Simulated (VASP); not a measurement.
# Zn (P6_3/mmc) in VASP: further runs

The runs below take Zn through single point, with PBEsol.

Program: VASP 6.6.1. These are calculated values, not measurements. Logs are shortened: lines on timing, memory, paths and dates and some standing lists are left out, and cuts for length are marked.

## 1. The cell of the first run

The structure is hexagonal, space group P6_3/mmc (No. 194). Conventional cell: a = 2.682 Å, b = 2.682 Å, c = 4.979 Å, α = 90.00°, β = 90.00°, γ = 120.00°. Within 3.5 Å of Zn (site symmetry -6m2) lie 12 Zn at 2.68 to 2.93 Å.

## 2. Single point, PBEsol (volume scaled by 1.02)

File INCAR:

```
  PREC = Accurate
  ENCUT = 520
  EDIFF = 1E-6
  ISMEAR = -1
  SIGMA = 0.03
  LREAL = False
  LASPH = True
  NELM = 60
  ALGO = Normal
  ISIF = 2
  LWAVE = False
  LCHARG = False
  GGA = PS
  NBANDS = 19
```

File KPOINTS:

```
regular mesh
0
Gamma
  16 16 8
```

File POSCAR:

```
Zn
1.0
    2.6824462367      0.0000000000      0.0000000000
   -1.3412231184      2.3230665853      0.0000000000
    0.0000000000      0.0000000000      4.9794605574
Zn
2
Direct
    0.3333333333      0.6666666667      0.2500000000
    0.6666666667      0.3333333333      0.7500000000
```

Potentials or basis: VASP PAW PBE potentials, release 64 (Zn).

Run with:

```bash
> cat potpaw_PBE.64/Zn/POTCAR > POTCAR
> mpirun -np 1 vasp_std > vasp.out
```

OUTCAR:

```text
PREC = Accurate
   ENCUT = 520
   EDIFF = 1E-6
   ISMEAR = -1
   LREAL = False
   LASPH = True
   NELM = 60
   ISIF = 2
   GGA = PS

 ion  position               nearest neighbor table
   1  0.333  0.667  0.250-   2 2.93   2 2.93   2 2.93   2 2.93   2 2.93   2 2.93
   2  0.667  0.333  0.750-   1 2.93   1 2.93   1 2.93   1 2.93   1 2.93   1 2.93

  LATTYP: Found a hexagonal cell.
 ALAT       =     2.6824462367
 C/A-ratio  =     1.8563132745

  Lattice vectors:

 A1 = (   2.6824462367,   0.0000000000,   0.0000000000)
 A2 = (  -1.3412231184,   2.3230665853,   0.0000000000)
 A3 = (   0.0000000000,   0.0000000000,   4.9794605574)

Analysis of symmetry for initial positions (statically):
=====================================================================
 Subroutine PRICEL returns:
 Original cell was already a primitive cell.

 Routine SETGRP: Setting up the symmetry group for a
 hexagonal supercell.

 Subroutine GETGRP returns: Found 24 space group operations
 (whereof 12 operations were pure point group operations)
 out of a pool of 24 trial point group operations.

The static configuration has the point symmetry D_3d.
 The point group associated with its full space group is D_6h.

Analysis of symmetry for dynamics (positions and initial velocities):
=====================================================================
 Subroutine PRICEL returns:
 Original cell was already a primitive cell.

 Routine SETGRP: Setting up the symmetry group for a
 hexagonal supercell.

 Subroutine GETGRP returns: Found 24 space group operations
 (whereof 12 operations were pure point group operations)
 out of a pool of 24 trial point group operations.

The dynamic configuration has the point symmetry D_3d.
 The point group associated with its full space group is D_6h.

 Subroutine INISYM returns: Found 24 space group operations
 (whereof 12 operations are pure point group operations),
 and found     1 'primitive' translations

----------------------------------------------------------------------------------------

                                     Primitive cell

  volume of cell :      31.0295

  direct lattice vectors                    reciprocal lattice vectors
     2.682446237  0.000000000  0.000000000     0.372794051  0.215232746  0.000000000
    -1.341223118  2.323066585  0.000000000     0.000000000  0.430465492  0.000000000
     0.000000000  0.000000000  4.979460557     0.000000000  0.000000000  0.200824967

  length of vectors
     2.682446237  2.682446237  4.979460557     0.430465492  0.430465492  0.200824967

  position of ions in fractional coordinates (direct lattice)
     0.333333333  0.666666667  0.250000000
     0.666666667  0.333333333  0.750000000

  ion indices of the primitive-cell ions
   primitive index   ion index
                 1           1
                 2           2

----------------------------------------------------------------------------------------

 KPOINTS: regular mesh

Automatic generation of k-mesh.
 Grid dimensions read from file:
 generate k-points for:   16   16    8

 Generating k-lattice:

  Cartesian coordinates                     Fractional coordinates (reciprocal lattice)
     0.023299628  0.013452047  0.000000000     0.062500000  0.000000000  0.000000000
     0.000000000  0.026904093  0.000000000     0.000000000  0.062500000  0.000000000
     0.000000000  0.000000000  0.025103121     0.000000000  0.000000000  0.125000000

  Length of vectors
     0.026904093  0.026904093  0.025103121

  Shift w.r.t. Gamma in fractional coordinates (k-lattice)
     0.000000000  0.000000000  0.000000000

 Subroutine IBZKPT returns following result:
 ===========================================

 Found    150 irreducible k-points:

 Following reciprocal coordinates:
            Coordinates               Weight
  0.000000  0.000000  0.000000      1.000000
  0.062500 -0.000000  0.000000      6.000000
  0.125000 -0.000000  0.000000      6.000000
  0.187500 -0.000000  0.000000      6.000000
  0.250000 -0.000000  0.000000      6.000000
  0.312500 -0.000000  0.000000      6.000000
[... 16 lines left out ...]
  0.187500  0.187500  0.000000      6.000000
  0.250000  0.187500  0.000000     12.000000
 [... further k-points ...]
   k-points           NKPTS =    150   k-points in BZ     NKDIM =    150   number of bands    NBANDS=     19
   number of dos      NEDOS =    301   number of ions     NIONS =      2
   total plane-waves  NPLWV =  16000
   dimension x,y,z NGX =    20 NGY =   20 NGZ =   40
   dimension x,y,z NGXF=    40 NGYF=   40 NGZF=   80
   ions per type =               2
   NGX,Y,Z   is equivalent  to a cutoff of  12.40, 12.40, 13.35 a.u.
   NGXF,Y,Z  is equivalent  to a cutoff of  24.79, 24.79, 26.71 a.u.
 SYSTEM =  unknown system
   PREC   = accura    normal or accurate (medium, high low for compatibility)
   ISTART =      0    job   : 0-new  1-cont  2-samecut
   ICHARG =      2    charge: 1-file 2-atom 10-const
   ISPIN  =      1    spin polarized calculation?
   LNONCOLLINEAR =      F non collinear calculations
   LSORBIT =      F    spin-orbit coupling
   LASPH  =      T    aspherical Exc in radial PAW
   ENCUT  =  520.0 eV  38.22 Ry    6.18 a.u.   4.99  4.99  9.26*2*pi/ulx,y,z
   NELM   =     60;   NELMIN=  2; NELMDL= -5     # of ELM steps
   EDIFF  = 0.1E-05   stopping-criterion for ELM
   LREAL  =      F    real-space projection
   EDIFFG = 0.1E-04   stopping-criterion for IOM
   NSW    =      0    number of steps for IOM
   IBRION =     -1    ionic relax: 0-MD 1-quasi-New 2-CG
   NFREE  =      0    steps in history (QN), initial steepest desc. (CG)
   ISIF   =      2    stress and relaxation
   ISYM   =      2    0-nonsym 1-usesym 2-fastsym
   POTIM  = 0.5000    time-step for ionic-motion
   TEBEG  =    0.0;   TEEND  =   0.0 temperature during run
   PSTRESS=    0.0 pullay stress
   NELECT =      24.0000    total number of electrons
   NUPDOWN=      -1.0000    fix difference up-down
   EMIN   =  10.00;   EMAX   =-10.00  energy-range for DOS
   EFERMI =   0.00;   METHOD = LEGACY
   ISMEAR =    -1;   SIGMA  =   0.03  broadening in eV -4-tet -1-fermi 0-gaus
   EFERMI_NEDOS =   21; number of points for ismear=-14 and -15
   IALGO  =     38    algorithm
   IMIX   =      4    mixing-type and parameters
     AMIX     =   0.40;   BMIX     =  1.00
     AMIX_MAG =   1.60;   BMIX_MAG =  1.00
  volume/ion in A,a.u.               =      15.51       104.70
  Fermi-wavevector in a.u.,A,eV,Ry     =   1.502751  2.839787 30.725485  2.258259
  Thomas-Fermi vector in A             =   2.613950
   LORBIT       =      0    0 simple, 1 ext, 2 COOP (PROOUT), +10 PAW based schemes
   GGA     = PS    functional components
   LHFCALC =     F    Hartree Fock is set to
   AEXX    =    0.0000 exact exchange contribution
   IVDW    =     0    specifies the selected vdW correction
   LEPSILON=     F    determine dielectric tensor
   LRPA    =     F    only Hartree local field effects (RPA)
 non-spin polarized calculation
  energy-cutoff  :      520.00
  volume of cell :       31.03
 maximum number of plane-waves:       855
 NGX is ok and might be reduce to    20
   NGX =  9   NGY =  9   NGZ = 19

 number of electron      24.0000005 magnetization

 Free energy of the ion-electron system (eV)
  ---------------------------------------------------
  ext. energy  EPLUGINS =         0.00000000
  ---------------------------------------------------
  free energy    TOTEN  =        -3.12838378 eV

  energy without entropy =       -3.12781772  energy(sigma->0) =       -3.12810075

 E-fermi :   2.8508     XC(G=0): -11.5969

 val. band max:        2.7926949275   @ k =   0.3750   0.2500   0.5000
 cond. band min:       2.8612220292   @ k =   0.5000  -0.0000   0.5000
 fundamental gap:      0.0685271017
 Fermi energy:         2.8507927175

 k-point     1 :       0.0000    0.0000    0.0000
  band No.  band energies     occupation
      1      -7.4595      2.00000
      2      -5.6980      2.00000
      3      -5.0219      2.00000
      4      -4.8002      2.00000
      5      -4.8002      2.00000
      6      -4.7519      2.00000
[... 11 lines left out ...]
     18      21.5827      0.00000
     19      21.5827      0.00000

 k-point     2 :       0.0625   -0.0000    0.0000
  band No.  band energies     occupation
      1      -7.3451      2.00000
      2      -5.6488      2.00000
      3      -5.0105      2.00000
      4      -4.8111      2.00000
      5      -4.7738      2.00000
      6      -4.7640      2.00000
[... 11 lines left out ...]
     18      20.7519      0.00000
     19      22.5075      0.00000

 k-point     3 :       0.1250   -0.0000    0.0000
  band No.  band energies     occupation
      1      -7.0077      2.00000
      2      -5.5186      2.00000
      3      -4.9870      2.00000
      4      -4.8343      2.00000
      5      -4.7830      2.00000
      6      -4.6977      2.00000
[... 11 lines left out ...]
     18      19.9244      0.00000
     19      21.2947      0.00000

 k-point     4 :       0.1875   -0.0000    0.0000
  band No.  band energies     occupation
      1      -6.4737      2.00000
      2      -5.3694      2.00000
      3      -4.9666      2.00000
      4      -4.8634      2.00000
      5      -4.7328      2.00000
      6      -4.7244      2.00000
[... 11 lines left out ...]
     18      18.6586      0.00000
     19      19.1748      0.00000

 k-point     5 :       0.2500   -0.0000    0.0000
  band No.  band energies     occupation
      1      -5.8553      2.00000
      2      -5.3114      2.00000
      3      -4.9111      2.00000
      4      -4.9026      2.00000
      5      -4.8282      2.00000
      6      -4.6020      2.00000
[... 11 lines left out ...]
     18      18.0145      0.00000
     19      18.7309      0.00000

 k-point     6 :       0.3125   -0.0000    0.0000
  band No.  band energies     occupation
      1      -5.4982      2.00000
      2      -5.3462      2.00000
      3      -5.0673      2.00000
      4      -4.8156      2.00000
      5      -4.6818      2.00000
      6      -4.6382      2.00000
[... 11 lines left out ...]
     18      17.5164      0.00000
     19      19.3150      0.00000

 k-point     7 :       0.3750   -0.0000    0.0000
  band No.  band energies     occupation
      1      -5.4625      2.00000
      2      -5.3866      2.00000
      3      -5.1808      2.00000
      4      -4.7481      2.00000
      5      -4.7276      2.00000
      6      -4.6295      2.00000
[... 11 lines left out ...]
     18      17.1627      0.00000
     19      18.5598      0.00000

 k-point     8 :       0.4375   -0.0000    0.0000
  band No.  band energies     occupation
      1      -5.4956      2.00000
      2      -5.4138      2.00000
      3      -5.2488      2.00000
      4      -4.7920      2.00000
      5      -4.6684      2.00000
      6      -4.6515      2.00000
[... 256 lines left out ...]
 k-point    20 :       0.3125    0.1250    0.0000
  band No.  band energies     occupation
      1      -5.3261      2.00000
      2      -5.2496      2.00000
      3      -5.1617      2.00000
      4      -4.7807      2.00000
      5      -4.7230      2.00000
      6      -4.6376      2.00000
[... 11 lines left out ...]
     18      15.4883      0.00000
     19      16.8391      0.00000

 k-point    21 :       0.3750    0.1250    0.0000
  band No.  band energies     occupation
      1      -5.3753      2.00000
      2      -5.2782      2.00000
      3      -5.2173      2.00000
      4      -4.7955      2.00000
      5      -4.6863      2.00000
      6      -4.6628      2.00000
[... 11 lines left out ...]
     18      15.1233      0.00000
     19      16.5386      0.00000

 k-point    22 :       0.4375    0.1250    0.0000
  band No.  band energies     occupation
      1      -5.3933      2.00000
      2      -5.2905      2.00000
      3      -5.2357      2.00000
      4      -4.7981      2.00000
      5      -4.7062      2.00000
      6      -4.6421      2.00000
[... 11 lines left out ...]
     18      14.9998      0.00000
     19      16.4379      0.00000

 k-point    23 :       0.1875    0.1875    0.0000
  band No.  band energies     occupation
      1      -5.1648      2.00000
      2      -5.0905      2.00000
      3      -5.0409      2.00000
      4      -5.0385      2.00000
      5      -4.8394      2.00000
      6      -4.7616      2.00000
[... 11 lines left out ...]
     18      14.8006      0.00000
     19      16.1397      0.00000

 k-point    24 :       0.2500    0.1875    0.0000
  band No.  band energies     occupation
      1      -5.1677      2.00000
      2      -5.1186      2.00000
      3      -5.1032      2.00000
      4      -4.8136      2.00000
      5      -4.8018      2.00000
      6      -4.7463      2.00000
[... 11 lines left out ...]
     18      13.6682      0.00000
     19      15.1453      0.00000

 [... further k-points ...]

------------------------ aborting loop because EDIFF is reached ----------------------------------------

  FORCE on cell =-STRESS in cart. coord.  units (eV):
  Direction    XX          YY          ZZ          XY          YZ          ZX
  --------------------------------------------------------------------------------------
  -------------------------------------------------------------------------------------
  Total       -1.2851589     -1.2851589     -1.1173080      0.0000000     -0.0000000      0.0000000
  in kB      -66.3578665    -66.3578665    -57.6910605      0.0000000     -0.0000000      0.0000000
  external PRESSURE =     -63.4689311 kB  Pullay stress =       0.0000000 kB

 VOLUME and BASIS-vectors are now :
 -----------------------------------------------------------------------------
  energy-cutoff  :      520.00
  volume of cell :       31.03
      direct lattice vectors                 reciprocal lattice vectors
     2.682446237  0.000000000  0.000000000     0.372794051  0.215232746  0.000000000
    -1.341223118  2.323066585  0.000000000     0.000000000  0.430465492  0.000000000
     0.000000000  0.000000000  4.979460557     0.000000000  0.000000000  0.200824967

 POSITION                                       TOTAL-FORCE (eV/Angst)
 -----------------------------------------------------------------------------------
     -0.00000      1.54871      1.24487         0.000000      0.000000      0.000000
      1.34122      0.77436      3.73460        -0.000000     -0.000000      0.000000
 -----------------------------------------------------------------------------------
    total drift:                               -0.000000      0.000000      0.000000

  FREE ENERGIE OF THE ION-ELECTRON SYSTEM (eV)
  ---------------------------------------------------
  free  energy   TOTEN  =        -3.1283837783 eV

  energy  without entropy=       -3.1278177184  energy(sigma->0) =       -3.12810075
```

Run time: 55 s. Hardware: 1 thread of Intel Xeon Platinum 8375C at 2.90GHz (Ice Lake), shared host; peak memory 0.19 GiB.

What came out:

| Item | Value |
| --- | --- |
| Free energy | -3.1284 eV |
| Pressure | -6.3 GPa |
| Band gap on the k mesh | zero (band 12 reaches 4.03 eV, above the bottom of band 13 at -0.25 eV) |

Stress tensor (GPa, compression positive):
```
-6.64  0.00  0.00
 0.00 -6.64  0.00
 0.00  0.00 -5.77
```

Caveat: the PAW data sets were made with another functional, which shifts forces and pressure a little.

## 3. Single point, PBEsol (volume scaled by 1.04)

File INCAR:

```
ALGO = Normal
EDIFF = 1E-6
ENCUT = 520
GGA = PS
ISIF = 2
ISMEAR = -1
LASPH = True
LCHARG = False
LREAL = False
LWAVE = False
NBANDS = 19
NELM = 60
PREC = Accurate
SIGMA = 0.03
```

File KPOINTS:

```
k-points
0
Gamma
  16 16 8
```

File POSCAR:

```
Zn
1.0
    2.6998652069      0.0000000000      0.0000000000
   -1.3499326034      2.3381518559      0.0000000000
    0.0000000000      0.0000000000      5.0117956229
Zn
2
Direct
    0.3333333333      0.6666666667      0.2500000000
    0.6666666667      0.3333333333      0.7500000000
```

Potentials or basis: VASP PAW PBE potentials, release 64 (Zn).

Run with:

```bash
> cat potpaw_PBE.64/Zn/POTCAR > POTCAR
> mpirun -np 1 vasp_std > vasp.out
```

Run time: 75 s. Hardware: 1 thread of Intel Xeon Platinum 8375C at 2.90GHz (Ice Lake), shared host; peak memory 0.19 GiB.

It converged, with:

- Free energy: -3.1023 eV
- Pressure: -7.4 GPa
- Band gap on the k mesh: zero (band 12 reaches 3.88 eV, above the bottom of band 13 at -0.40 eV)

Stress tensor (GPa, compression positive):
```
-7.82  0.00  0.00
 0.00 -7.82  0.00
 0.00  0.00 -6.52
```

Levels at points of the mesh, in eV from the Fermi level:
| k point | band 8 | band 9 | band 10 | band 11 | band 12 | band 13 | band 14 | band 15 | band 16 | band 17 |
| --- | --- | --- | --- | --- | --- | --- | --- | --- | --- | --- |
| (0.00, 0.00, 0.00) | -7.24 | -7.24 | -7.05 | -7.05 | -3.50 | -3.11 | 13.21 | 16.79 | 16.83 | 16.83 |
| (0.50, 0.00, 0.00) | -7.06 | -6.88 | -6.86 | -2.78 | -2.20 | 2.47 | 3.44 | 3.79 | 5.56 | 9.82 |
| (0.00, 0.00, 0.50) | -7.51 | -7.13 | -7.13 | -7.13 | -7.13 | 4.41 | 4.41 | 18.07 | 18.07 | 18.07 |
| (0.50, 0.00, 0.50) | -7.07 | -6.87 | -6.87 | -1.80 | -1.80 | -0.03 | -0.03 | 9.81 | 9.81 | 11.56 |

Caveat: the PAW data sets were made with another functional, which shifts forces and pressure a little.

## 4. Single point, PBEsol (volume scaled by 1.06)

File INCAR:

```
  PREC = Accurate
  ENCUT = 520
  EDIFF = 1E-7
  ISMEAR = -1
  SIGMA = 0.03
  LREAL = False
  LASPH = True
  NELM = 100
  ALGO = Normal
  ISIF = 2
  LWAVE = False
  LCHARG = True
  GGA = PS
  LELF = True
  LVHAR = True
  NBANDS = 19
```

File KPOINTS:

```
Automatic mesh
0
Gamma
  16 16 8
```

File POSCAR:

```
Zn
1.0
    2.7170622642      0.0000000000      0.0000000000
   -1.3585311321      2.3530449444      0.0000000000
    0.0000000000      0.0000000000      5.0437187487
Zn
2
Direct
    0.3333333333      0.6666666667      0.2500000000
    0.6666666667      0.3333333333      0.7500000000
```

Run with:

```bash
> cat potpaw_PBE.64/Zn/POTCAR > POTCAR
> mpirun -np 1 vasp_std > vasp.out
```

It took 88 s on 1 thread of Intel Xeon Platinum 8375C at 2.90GHz (Ice Lake), shared host; peak memory 0.2 GiB.

Results (log left out):

```yaml
Free_energy: -3.0725 eV
Pressure: -8.3 GPa
Band_gap_on_the_k_mesh: zero (band 12 reaches 3.72 eV, above the bottom of band 13 at -0.54 eV)
```

Stress tensor (GPa, compression positive):
```
-8.86  0.00  0.00
 0.00 -8.86  0.00
 0.00  0.00 -7.12
```

Levels at points of the mesh, in eV from the Fermi level:
```tsv
k point	band 8	band 9	band 10	band 11	band 12	band 13	band 14	band 15	band 16	band 17
(0.00, 0.00, 0.00)	-7.21	-7.21	-7.02	-7.02	-3.41	-3.12	13.04	16.59	16.59	16.60
(0.50, 0.00, 0.00)	-7.03	-6.86	-6.84	-2.72	-2.18	2.43	3.42	3.68	5.52	9.70
(0.00, 0.00, 0.50)	-7.44	-7.10	-7.10	-7.10	-7.10	4.36	4.36	17.80	17.80	17.80
(0.50, 0.00, 0.50)	-7.04	-6.85	-6.85	-1.75	-1.75	-0.07	-0.07	9.69	9.69	11.42
```

Caveat: the PAW data sets were made with another functional, which shifts forces and pressure a little.

## 5. Summary

```tsv
cell	gap on the mesh (eV)	pressure (GPa)
a = 2.682, b = 2.682, c = 4.979 Å, angles 90.0, 90.0, 120.0°, 2 atoms	none	-6.3
a = 2.700, b = 2.700, c = 5.012 Å, angles 90.0, 90.0, 120.0°, 2 atoms	none	-7.4
a = 2.717, b = 2.717, c = 5.044 Å, angles 90.0, 90.0, 120.0°, 2 atoms	none	-8.3
```

Alike in all rows: task single point; level PBEsol; potentials or basis VASP PAW PBE potentials, release 64 (Zn); no spin polarisation; k mesh 16 × 16 × 8; cutoff (eV) 520; smearing fermi-dirac 0.03 eV.

Caveats: the PAW data sets were made with another functional, which shifts forces and pressure a little.

Total energies depend on the potentials used, so only differences within one code and one set of settings carry meaning.
